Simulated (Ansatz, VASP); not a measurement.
Two plane-wave programs on C

```xyz
2
Lattice="1.2290 0.7096 3.2830 -1.2290 0.7096 3.2830 0.0000 -1.4192 3.2830" Properties=species:S:1:pos:R:3 pbc="T T T"
C     0.0000   -0.0600    1.6724
C     0.0000    0.0600    8.1765
```

Change from the starting cell: mode 4 frozen in at +0.032 Å and mode 6 at -0.060 Å (largest displacements).

Alike in both runs: task single point; functional PBEsol; dispersion D3(BJ); k mesh 15 × 15 × 15; occupations gaussian, width 0.05 eV; no spin polarisation.

|  | VASP | Ansatz |
| --- | --- | --- |
| version | VASP 6.6.1 | Ansatz 0.2.0 |
| potentials or method | VASP PAW PBE potentials, release 64 (C), cutoff 520 eV | scalar-relativistic, plane waves, PAW |
| valence electrons in the cell | 8 | 8 |

|  | VASP | Ansatz | Ansatz less VASP |
| --- | --- | --- | --- |
| gap on the k mesh at the Fermi level (eV) | 0.12 | 0.13 | +0.006 |
| least direct gap on the mesh (eV) | 0.53 | 0.53 | +0.001 |
| pressure (GPa) | 8.2 | 7.5 | -0.67 |
| traceless stress, the component that is largest in VASP (GPa) | 21.29 | 20.60 | -0.684 |
| rms of the force components (eV/Å) | 4.409 | 4.393 | -0.0158 |

VASP's potentials were made for PBE, not for PBEsol, and Ansatz warns of the same on its side. Atom by atom the forces differ by 0.017 eV/Å (rms over components).
